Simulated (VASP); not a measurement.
Cl:

```
Cl
1.0
     3.09383    1.78622    4.64169
    -3.09383    1.78622    4.64169
     0.00000   -3.57245    4.64169
Cl
5
Direct
  0.58333 0.09039 0.07628
  0.07628 0.58333 0.09039
  0.09039 0.07628 0.58333
  0.73187 0.73187 0.73187
  0.33333 0.33333 0.33333
```

* Program: VASP 6.6.1
* Task: relaxation of cell and atoms
* Functional: PBE
* Potentials or basis: VASP PAW PBE potentials, release 64 (Cl)
* Cutoff: 600 eV
* k mesh: 3 × 3 × 3
* Occupations: gaussian, width 0.1 eV
* Spin: no spin polarisation

At the start: pressure 2.8 GPa; volume 30.78 Å³/atom.

Question: Where does the relaxation end?

Answer: Over 42 steps the energy falls by 529.2 meV/atom and the volume is 48.28 Å³/atom (+56.8 %); space group R3m (No. 160, to 0.05 Å).

The path:
```tsv
step	energy change (eV)	largest force (eV/Å)	pressure (GPa)	volume (Å³)
1	0.0000	1.8328	2.79	153.91
3	-0.5639	1.2679	-1.49	171.86
5	-1.0521	0.8329	0.39	159.29
7	-1.6930	0.7310	1.72	159.80
9	-1.7608	1.4265	2.97	151.52
11	-1.8562	0.9723	1.12	156.40
13	-2.0760	0.7300	0.42	158.14
15	-2.1977	0.8019	0.15	159.81
17	-2.3226	0.6141	0.24	162.06
19	-2.3661	0.6340	0.04	172.48
21	-2.4493	0.4069	0.32	167.37
23	-2.5115	0.3883	-0.81	182.09
25	-2.5570	0.2631	-0.46	184.40
27	-2.5985	0.1515	0.33	189.44
29	-2.6157	0.0954	-0.04	198.11
31	-2.6186	0.0795	-0.29	204.59
33	-2.6333	0.0855	0.07	210.52
35	-2.6361	0.0800	0.14	214.59
37	-2.6378	0.0814	-0.29	234.04
39	-2.6426	0.0642	-0.05	228.17
41	-2.6455	0.0455	0.06	235.54
42	-2.6462	0.0388	-0.04	241.40
```

Final structure:
```
Cl
1.0
     4.13046    2.38472    4.08460
    -4.13046    2.38472    4.08460
     0.00000   -4.76945    4.08460
Cl
5
Direct
  0.56432 0.06323 0.06441
  0.06441 0.56432 0.06323
  0.06323 0.06441 0.56432
  0.89890 0.89890 0.89890
  0.22434 0.22434 0.22434
```

Caveat: the k points lie up to 0.34 Å⁻¹ apart in the final cell; the volume moved by over 15 % at a fixed basis, so the end points are rough; an odd number of electrons without spin polarisation forces a metal; a magnetic or distorted state may lie lower.
